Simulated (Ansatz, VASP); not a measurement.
Two plane-wave programs on Cs

File INCAR:

```
PREC = Accurate
ENCUT = 520
EDIFF = 1E-6
ISMEAR = 0
SIGMA = 0.1
LREAL = False
LASPH = True
NELM = 60
ALGO = Fast
ISIF = 2
LWAVE = False
LCHARG = False
GGA = PS
NBANDS = 26
```

The input KPOINTS:

```
Automatic mesh
0
Gamma
  12 12 4
```

File POSCAR:

```
Cs
1.0
    5.3666386631      0.0000000000      0.0000000000
   -2.6833193315      4.6476454151      0.0000000000
    0.0000000000      0.0000000000     17.0196374678
Cs
4
Direct
    0.0000000000      0.0000000000      0.0000000000
    0.3333333333      0.6666666667      0.2500000000
    0.0000000000      0.0000000000      0.5000000000
    0.6666666667      0.3333333333      0.7500000000
```

Input for Ansatz:

```yaml
crystal:
  lattice:
    - [5.3666386631, 0.0, 0.0]
    - [-2.6833193315, 4.6476454151, 0.0]
    - [0.0, 0.0, 17.0196374678]
  atoms:
    - { symbol: Cs, position: [0.0, 0.0, 0.0] }
    - { symbol: Cs, position: [0.3333333333, 0.6666666667, 0.25] }
    - { symbol: Cs, position: [0.0, 0.0, 0.5] }
    - { symbol: Cs, position: [0.6666666667, 0.3333333333, 0.75] }
basis:
  ecutwfc: 420
kpoints:
  mp_grid: { grid: [12, 12, 4] }
hamiltonian:
  xc: pbesol
scf:
  occupations: { method: gaussian, width: 0.1 }
output:
  forces: true
  stress: true
  eigenvalues: true
```

Change from the starting cell: strain along c alone, the other axes held, atoms relaxed: -3.0 %.

Alike in both runs: task single point; functional PBEsol; k mesh 12 × 12 × 4; occupations gaussian, width 0.1 eV; no spin polarisation.

```csv
,VASP,Ansatz
version,VASP 6.6.1,Ansatz 0.2.0
potentials or method,"VASP PAW PBE potentials, release 64 (Cs_sv), cutoff 520 eV","scalar-relativistic, plane waves, PAW"
valence electrons in the cell,36,36
```

```csv
,VASP,Ansatz,Ansatz less VASP
gap on the k mesh at the Fermi level (eV),none,none,-
pressure (GPa),0.1,0.1,+0.01
```

VASP's potentials were made for PBE, not for PBEsol. A gap of «none» marks a metal or a gap that the smearing closes.

Spin-orbit coupling is off throughout.
